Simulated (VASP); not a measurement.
# SrBr3 (P4/mmm) in VASP: single point with PBE

Aim: the single point of SrBr3 with PBE.

Program: VASP 6.6.1. These are calculated values, not measurements. Logs are shortened: lines on timing, memory, paths and dates and some standing lists are left out, and cuts for length are marked.

### Step 1. The cell of the first run

The structure is tetragonal, space group P4/mmm (No. 123). The conventional cell has a = 5.092 Å, b = 5.092 Å, c = 4.558 Å, α = 90.00°, β = 90.00°, γ = 90.00°. Within 4.6 Å of Sr (site symmetry 4/mmm) lie 12 Br at 3.42 to 3.60 Å and 2 Sr at 4.56 Å. Br (site symmetry mmm) has 4 Sr at 3.42 Å and 10 Br at 3.42 to 4.56 Å within 4.6 Å. Br (site symmetry 4/mmm) has 10 Br at 3.42 to 4.56 Å and 4 Sr at 3.60 Å within 4.6 Å.

### Step 2. Single point, PBE

Contents of INCAR:

```
SYSTEM = SrBr3
  PREC = Accurate
  ENCUT = 520
  EDIFF = 1E-6
  ISMEAR = 0
  SIGMA = 0.1
  LREAL = .FALSE.
  LASPH = .TRUE.
  NELM = 80
  ALGO = Fast
  ISIF = 2
  LWAVE = .FALSE.
  LCHARG = .FALSE.
  GGA = PE
  NBANDS = 24
```

Contents of KPOINTS:

```
Automatic mesh
0
G
  10 10 10
  0 0 0
```

Contents of POSCAR:

```
SrBr3
1.0
    5.0920828011      0.0000000000      0.0000000000
    0.0000000000      5.0920828011      0.0000000000
    0.0000000000      0.0000000000      4.5580761722
Sr Br
1 3
Direct
    0.0000000000      0.0000000000      0.0000000000
    0.0000000000      0.5000000000      0.5000000000
    0.5000000000      0.0000000000      0.5000000000
    0.5000000000      0.5000000000      0.0000000000
```

Potentials or basis: VASP PAW PBE potentials, release 64 (Sr_sv, Br).

Launch:

```sh
$ cat potpaw_PBE.64/Sr_sv/POTCAR potpaw_PBE.64/Br/POTCAR > POTCAR
$ mpirun -np 1 vasp_std > vasp.out
```

OUTCAR:

```text
SYSTEM = SrBr3
   PREC = Accurate
   ENCUT = 520
   EDIFF = 1E-6
   ISMEAR = 0
   LREAL = .FALSE.
   LASPH = .TRUE.
   NELM = 80
   ISIF = 2
   GGA = PE

 ion  position               nearest neighbor table
   1  0.000  0.000  0.000-   2 3.42   3 3.42   2 3.42   3 3.42   2 3.42   2 3.42   3 3.42   3 3.42
                             4 3.60   4 3.60   4 3.60   4 3.60
   2  0.000  0.500  0.500-   1 3.42   1 3.42   1 3.42   1 3.42
   3  0.500  0.000  0.500-   1 3.42   1 3.42   1 3.42   1 3.42
   4  0.500  0.500  0.000-   1 3.60   1 3.60   1 3.60   1 3.60

  LATTYP: Found a simple tetragonal cell.
 ALAT       =     5.0920828011
 C/A-ratio  =     0.8951300185

  Lattice vectors:

 A1 = (   5.0920828011,   0.0000000000,   0.0000000000)
 A2 = (   0.0000000000,   5.0920828011,   0.0000000000)
 A3 = (   0.0000000000,   0.0000000000,   4.5580761722)

Analysis of symmetry for initial positions (statically):
=====================================================================
 Subroutine PRICEL returns:
 Original cell was already a primitive cell.

 Routine SETGRP: Setting up the symmetry group for a
 simple tetragonal supercell.

 Subroutine GETGRP returns: Found 16 space group operations
 (whereof 16 operations were pure point group operations)
 out of a pool of 16 trial point group operations.

The static configuration has the point symmetry D_4h.

Analysis of symmetry for dynamics (positions and initial velocities):
=====================================================================
 Subroutine PRICEL returns:
 Original cell was already a primitive cell.

 Routine SETGRP: Setting up the symmetry group for a
 simple tetragonal supercell.

 Subroutine GETGRP returns: Found 16 space group operations
 (whereof 16 operations were pure point group operations)
 out of a pool of 16 trial point group operations.

The dynamic configuration has the point symmetry D_4h.

 Subroutine INISYM returns: Found 16 space group operations
 (whereof 16 operations are pure point group operations),
 and found     1 'primitive' translations

----------------------------------------------------------------------------------------

                                     Primitive cell

  volume of cell :     118.1878

  direct lattice vectors                    reciprocal lattice vectors
     5.092082801  0.000000000  0.000000000     0.196383295  0.000000000  0.000000000
     0.000000000  5.092082801  0.000000000     0.000000000  0.196383295  0.000000000
     0.000000000  0.000000000  4.558076172     0.000000000  0.000000000  0.219390805

  length of vectors
     5.092082801  5.092082801  4.558076172     0.196383295  0.196383295  0.219390805

  position of ions in fractional coordinates (direct lattice)
     0.000000000  0.000000000  0.000000000
     0.000000000  0.500000000  0.500000000
     0.500000000  0.000000000  0.500000000
     0.500000000  0.500000000  0.000000000

  ion indices of the primitive-cell ions
   primitive index   ion index
                 1           1
                 2           2
                 3           3
                 4           4

----------------------------------------------------------------------------------------

 KPOINTS: Automatic mesh

Automatic generation of k-mesh.
 Grid dimensions read from file:
 generate k-points for:   10   10   10

 Generating k-lattice:

  Cartesian coordinates                     Fractional coordinates (reciprocal lattice)
     0.019638330  0.000000000  0.000000000     0.100000000  0.000000000  0.000000000
     0.000000000  0.019638330  0.000000000     0.000000000  0.100000000  0.000000000
     0.000000000  0.000000000  0.021939080     0.000000000  0.000000000  0.100000000

  Length of vectors
     0.019638330  0.019638330  0.021939080

  Shift w.r.t. Gamma in fractional coordinates (k-lattice)
     0.000000000  0.000000000  0.000000000

 Subroutine IBZKPT returns following result:
 ===========================================

 Found    126 irreducible k-points:

 Following reciprocal coordinates:
            Coordinates               Weight
  0.000000  0.000000  0.000000      1.000000
  0.100000  0.000000  0.000000      4.000000
  0.200000  0.000000  0.000000      4.000000
  0.300000  0.000000  0.000000      4.000000
  0.400000  0.000000  0.000000      4.000000
  0.500000  0.000000  0.000000      2.000000
[... 16 lines left out ...]
  0.100000  0.000000  0.100000      8.000000
  0.200000  0.000000  0.100000      8.000000
 [... further k-points ...]
   k-points           NKPTS =    126   k-points in BZ     NKDIM =    126   number of bands    NBANDS=     24
   number of dos      NEDOS =    301   number of ions     NIONS =      4
   total plane-waves  NPLWV =  57600
   dimension x,y,z NGX =    40 NGY =   40 NGZ =   36
   dimension x,y,z NGXF=    80 NGYF=   80 NGZF=   72
   ions per type =               1   3
   NGX,Y,Z   is equivalent  to a cutoff of  13.06, 13.06, 13.13 a.u.
   NGXF,Y,Z  is equivalent  to a cutoff of  26.12, 26.12, 26.26 a.u.
 SYSTEM =  SrBr3
   PREC   = accura    normal or accurate (medium, high low for compatibility)
   ISTART =      0    job   : 0-new  1-cont  2-samecut
   ICHARG =      2    charge: 1-file 2-atom 10-const
   ISPIN  =      1    spin polarized calculation?
   LNONCOLLINEAR =      F non collinear calculations
   LSORBIT =      F    spin-orbit coupling
   LASPH  =      T    aspherical Exc in radial PAW
   ENCUT  =  520.0 eV  38.22 Ry    6.18 a.u.   9.47  9.47  8.48*2*pi/ulx,y,z
   NELM   =     80;   NELMIN=  2; NELMDL= -5     # of ELM steps
   EDIFF  = 0.1E-05   stopping-criterion for ELM
   LREAL  =      F    real-space projection
   EDIFFG = 0.1E-04   stopping-criterion for IOM
   NSW    =      0    number of steps for IOM
   IBRION =     -1    ionic relax: 0-MD 1-quasi-New 2-CG
   NFREE  =      0    steps in history (QN), initial steepest desc. (CG)
   ISIF   =      2    stress and relaxation
   ISYM   =      2    0-nonsym 1-usesym 2-fastsym
   POTIM  = 0.5000    time-step for ionic-motion
   TEBEG  =    0.0;   TEEND  =   0.0 temperature during run
   PSTRESS=    0.0 pullay stress
   NELECT =      31.0000    total number of electrons
   NUPDOWN=      -1.0000    fix difference up-down
   EMIN   =  10.00;   EMAX   =-10.00  energy-range for DOS
   EFERMI =   0.00;   METHOD = LEGACY
   ISMEAR =     0;   SIGMA  =   0.10  broadening in eV -4-tet -1-fermi 0-gaus
   EFERMI_NEDOS =   21; number of points for ismear=-14 and -15
   IALGO  =     68    algorithm
   IMIX   =      4    mixing-type and parameters
     AMIX     =   0.40;   BMIX     =  1.00
     AMIX_MAG =   1.60;   BMIX_MAG =  1.00
  volume/ion in A,a.u.               =      29.55       199.39
  Fermi-wavevector in a.u.,A,eV,Ry     =   1.047944  1.980326 14.941724  1.098186
  Thomas-Fermi vector in A             =   2.182845
   LORBIT       =      0    0 simple, 1 ext, 2 COOP (PROOUT), +10 PAW based schemes
   GGA     = PE    functional components
   LHFCALC =     F    Hartree Fock is set to
   AEXX    =    0.0000 exact exchange contribution
   IVDW    =     0    specifies the selected vdW correction
   LEPSILON=     F    determine dielectric tensor
   LRPA    =     F    only Hartree local field effects (RPA)
 non-spin polarized calculation
 RMM-DIIS sequential band-by-band and
 Gauss-broadening in eV      SIGMA  =   0.10
  energy-cutoff  :      520.00
  volume of cell :      118.19
 maximum number of plane-waves:      3217
 NGX is ok and might be reduce to    40
   NGX = 19   NGY = 19   NGZ = 17

 number of electron      31.0000002 magnetization

 Free energy of the ion-electron system (eV)
  ---------------------------------------------------
  ext. energy  EPLUGINS =         0.00000000
  ---------------------------------------------------
  free energy    TOTEN  =       -11.53924932 eV

  energy without entropy =      -11.50877667  energy(sigma->0) =      -11.52401299

 E-fermi :   1.5541     XC(G=0):  -8.8292

 val. band max:        1.5519769187   @ k =   0.5000   0.4000   0.5000
 cond. band min:       1.5570900623   @ k =   0.5000   0.1000   0.3000
 fundamental gap:      0.0051131435
 Fermi energy:         1.5540739741

 k-point     1 :       0.0000    0.0000    0.0000
  band No.  band energies     occupation
      1     -33.5869      2.00000
      2     -15.5151      2.00000
      3     -15.5098      2.00000
      4     -15.5098      2.00000
      5     -12.8979      2.00000
      6     -11.8240      2.00000
[... 16 lines left out ...]
     23       8.5055      0.00000
     24      11.5346      0.00000

 k-point     2 :       0.1000    0.0000    0.0000
  band No.  band energies     occupation
      1     -33.5869      2.00000
      2     -15.5157      2.00000
      3     -15.5148      2.00000
      4     -15.5096      2.00000
      5     -12.8715      2.00000
      6     -11.8378      2.00000
[... 16 lines left out ...]
     23       8.6549      0.00000
     24      11.4371      0.00000

 k-point     3 :       0.2000    0.0000    0.0000
  band No.  band energies     occupation
      1     -33.5867      2.00000
      2     -15.5309      2.00000
      3     -15.5140      2.00000
      4     -15.5090      2.00000
      5     -12.7964      2.00000
      6     -11.8875      2.00000
[... 16 lines left out ...]
     23       9.0672      0.00000
     24      11.0783      0.00000

 k-point     4 :       0.3000    0.0000    0.0000
  band No.  band energies     occupation
      1     -33.5866      2.00000
      2     -15.5494      2.00000
      3     -15.5131      2.00000
      4     -15.5082      2.00000
      5     -12.6848      2.00000
      6     -11.9794      2.00000
[... 16 lines left out ...]
     23       9.6277      0.00000
     24       9.8141      0.00000

 k-point     5 :       0.4000    0.0000    0.0000
  band No.  band energies     occupation
      1     -33.5865      2.00000
      2     -15.5640      2.00000
      3     -15.5123      2.00000
      4     -15.5075      2.00000
      5     -12.5615      2.00000
      6     -12.0928      2.00000
[... 16 lines left out ...]
     23       8.8612      0.00000
     24      10.1221      0.00000

 k-point     6 :       0.5000    0.0000    0.0000
  band No.  band energies     occupation
      1     -33.5865      2.00000
      2     -15.5695      2.00000
      3     -15.5121      2.00000
      4     -15.5073      2.00000
      5     -12.4932      2.00000
      6     -12.1582      2.00000
[... 16 lines left out ...]
     23       8.3032      0.00000
     24      10.2613      0.00000
[... 379 lines left out ...]
 k-point    21 :       0.5000    0.5000    0.0000
  band No.  band energies     occupation
      1     -33.5861      2.00000
      2     -15.5538      2.00000
      3     -15.5538      2.00000
      4     -15.5091      2.00000
      5     -12.1676      2.00000
      6     -12.0645      2.00000
[... 16 lines left out ...]
     23       9.2968      0.00000
     24       9.3002      0.00000

 k-point    22 :       0.0000    0.0000    0.1000
  band No.  band energies     occupation
      1     -33.5867      2.00000
      2     -15.5253      2.00000
      3     -15.5090      2.00000
      4     -15.5090      2.00000
      5     -12.8639      2.00000
      6     -11.8197      2.00000
[... 16 lines left out ...]
     23       8.7136      0.00000
     24      11.4592      0.00000

 k-point    23 :       0.1000    0.0000    0.1000
  band No.  band energies     occupation
      1     -33.5867      2.00000
      2     -15.5254      2.00000
      3     -15.5140      2.00000
      4     -15.5088      2.00000
      5     -12.8386      2.00000
      6     -11.8338      2.00000
[... 16 lines left out ...]
     23       8.8448      0.00000
     24      11.2747      0.00000

 k-point    24 :       0.2000    0.0000    0.1000
  band No.  band energies     occupation
      1     -33.5866      2.00000
      2     -15.5313      2.00000
      3     -15.5213      2.00000
      4     -15.5082      2.00000
      5     -12.7664      2.00000
      6     -11.8840      2.00000
[... 16 lines left out ...]
     23       9.2167      0.00000
     24      10.9634      0.00000

 [... further k-points ...]
[... 5 lines left out ...]
  --------------------------------------------------------------------------------------
  -------------------------------------------------------------------------------------
  Total        0.0354899      0.0354899      0.0344565      0.0000000      0.0000000      0.0000000
  in kB        0.4811078      0.4811078      0.4670998      0.0000000      0.0000000      0.0000000
  external PRESSURE =       0.4764385 kB  Pullay stress =       0.0000000 kB

 VOLUME and BASIS-vectors are now :
 -----------------------------------------------------------------------------
  energy-cutoff  :      520.00
  volume of cell :      118.19
      direct lattice vectors                 reciprocal lattice vectors
     5.092082801  0.000000000  0.000000000     0.196383295  0.000000000  0.000000000
     0.000000000  5.092082801  0.000000000     0.000000000  0.196383295  0.000000000
     0.000000000  0.000000000  4.558076172     0.000000000  0.000000000  0.219390805

 POSITION                                       TOTAL-FORCE (eV/Angst)
 -----------------------------------------------------------------------------------
      0.00000      0.00000      0.00000         0.000000      0.000000      0.000000
      0.00000      2.54604      2.27904         0.000000      0.000000      0.000000
      2.54604      0.00000      2.27904         0.000000      0.000000      0.000000
      2.54604      2.54604      0.00000         0.000000      0.000000      0.000000
 -----------------------------------------------------------------------------------
    total drift:                                0.000000      0.000000     -0.000000

  FREE ENERGIE OF THE ION-ELECTRON SYSTEM (eV)
  ---------------------------------------------------
  free  energy   TOTEN  =       -11.5392493151 eV

  energy  without entropy=      -11.5087766733  energy(sigma->0) =      -11.52401299
```

Wall time 7.6 min (1 thread of Oxide Virtual Turin-like, shared host); peak memory 0.43 GiB.

What came out:

```yaml
Free_energy: -11.5392 eV
Pressure: 0.0 GPa
Band_gap_on_the_k_mesh: zero (an odd number of electrons rules out a gap without spin polarisation)
```

Caveat: an odd number of electrons without spin polarisation forces a metal; a magnetic or distorted state may lie lower.
